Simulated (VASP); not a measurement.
Set up this calculation in VASP 6.6.1, as the native input.

```
Task                   : single point
Functional             : LDA
Potentials or basis    : VASP PAW LDA potentials, release 64 (Ti_sv, B)
Cutoff                 : 500 eV
k mesh                 : 9 × 9 × 9
Occupations            : methfessel-paxton, width 0.1 eV
Spin                   : no spin polarisation
Dipole correction      : no
Further INCAR settings : ALGO = Normal; EDIFF = 1e-06; NBANDS = 14
```

The structure of TiB lies in POSCAR:

```
TiB
1.0
    0.0000000000      2.1010000000      2.1010000000
    2.1010000000      0.0000000000      2.1010000000
    2.1010000000      2.1010000000      0.0000000000
Ti B
1 1
Direct
    0.2500000000      0.2500000000      0.2500000000
    0.0000000000      0.0000000000      0.0000000000
```

These files were run (other wordings do the same):

INCAR

```
PREC = Accurate ; ENCUT = 500
EDIFF = 1E-6 ; ISMEAR = 1
SIGMA = 0.1 ; LREAL = False
LASPH = True ; NELM = 120
ALGO = Normal ; ISIF = 2
LWAVE = False ; LCHARG = True
LELF = True ; LVHAR = True
NBANDS = 14 ; GGA_COMPAT = False
```

KPOINTS

```
regular mesh
0
Gamma
  9 9 9
```

Potentials or basis: VASP PAW LDA potentials, release 64 (Ti_sv, B).

Run with:

```console
$ cat potpaw_LDA.64/Ti_sv/POTCAR potpaw_LDA.64/B/POTCAR > POTCAR
$ mpirun -np 1 vasp_std > vasp.out
```

Results of the run:

```json
{
 "Pressure": "105.5 GPa"
}
```

It took 12 s on 1 thread of Intel Xeon 8259CL (shared host), peak memory 0.13 GiB.
